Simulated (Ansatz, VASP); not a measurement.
FeCo in VASP and in Ansatz

File POSCAR:

```
FeCo
1.0
    2.8382788998      0.0000000000      0.0000000000
    0.0000000000      2.8382788998      0.0000000000
    0.0000000000      0.0000000000      2.8382788998
Fe Co
1 1
Direct
    0.5000000000      0.5000000000      0.5000000000
    0.0000000000      0.0000000000      0.0000000000
```

INCAR.step1

```
PREC = Accurate
ENCUT = 660
ISMEAR = 0
SIGMA = 0.1
LREAL = F
LASPH = T
NELM = 200
ISPIN = 2
MAGMOM = 3.41 2.16
LMAXMIX = 4
NBANDS = 20
GGA = PE
ALGO = Normal
EDIFF = 1E-5
LWAVE = T
LCHARG = F
GGA_COMPAT = F
```

File INCAR.step2:

```
PREC = Accurate
ENCUT = 660
EDIFF = 1E-6
ISMEAR = 0
SIGMA = 0.1
LREAL = F
LASPH = T
NELM = 200
ALGO = Normal
ISIF = 2
LWAVE = F
LCHARG = F
ISPIN = 2
MAGMOM = 3.41 2.16
LORBIT = 11
LMAXMIX = 4
METAGGA = R2SCAN
LMIXTAU = T
NBANDS = 20
ISTART = 1
GGA_COMPAT = F
```

The input KPOINTS:

```
Automatic mesh
0
Gamma
  14 14 14
```

Input for Ansatz:

```yaml
crystal:
  lattice:
    - [2.8382788998, 0.0, 0.0]
    - [0.0, 2.8382788998, 0.0]
    - [0.0, 0.0, 2.8382788998]
  atoms:
    - { symbol: Fe, position: [0.5, 0.5, 0.5], spin: 3.41 }
    - { symbol: Co, position: [0.0, 0.0, 0.0], spin: 2.16 }
basis:
  ecutwfc: 500
kpoints:
  mp_grid: { grid: [14, 14, 14] }
  band_path:
    path:
      - [[0.0, 0.0, 0.0], [0.0, 0.5, 0.0], [0.5, 0.5, 0.0], [0.0, 0.0, 0.0], [0.5, 0.5, 0.5], [0.0, 0.5, 0.0]]
      - [[0.5, 0.5, 0.5], [0.5, 0.5, 0.0]]
    npoints: 14
hamiltonian:
  xc: r2scan
scf:
  occupations: { method: gaussian, width: 0.1 }
  n_extra_bands: 6
output:
  forces: true
  stress: true
  eigenvalues: true
  populations: true
  dos: { projected: true, de: 0.02, nscf_kmesh: { grid: [21, 21, 21] } }
  bader: true
  write_density: true
  write_potential: true
  elf: true
  volumetric_format: npy
magnetization:
  spin_polarized: true
checkpoint:
  read: start.run
  write: ck
  compress: false
  write_wavefunctions: false
  write_every: 100000
```

Alike in both runs: task single point; functional r2SCAN; k mesh 14 × 14 × 14; occupations gaussian, width 0.1 eV; collinear spin.

|  | VASP | Ansatz |
| --- | --- | --- |
| version | VASP 6.6.1 | Ansatz 0.2.0 |
| potentials or method | VASP PAW PBE potentials, release 64 (Fe, Co), cutoff 660 eV | scalar-relativistic, plane waves, PAW |
| valence electrons in the cell | 17 | 33 |

Ansatz gave:

| Property | Result |
| --- | --- |
| gap on the k mesh at the Fermi level (eV) | none |
| pressure (GPa) | 0.0 |
| net moment per atom (μB) | 2.41 |
| size of the moment on the site where the two differ most (μB) | 1.96 |

**Question.** Estimate VASP's values.

**Answer.** gap on the k mesh at the Fermi level (eV): none; pressure (GPa): -0.5; net moment per atom (μB): 2.40; size of the moment on the site where the two differ most (μB): 1.88.

VASP's potentials were made for PBE, not for r2SCAN. Site moments also hang on the region over which each program counts them. A gap of «none» marks a metal or a gap that the smearing closes. The functional is the same, so the differences come from potentials, cutoffs and numerics. VASP's potentials hold 17 valence electrons a cell and Ansatz's 33, so a difference there can come from the potentials and not from the codes. Ansatz's warnings: moment headroom below auto, stability check not made.
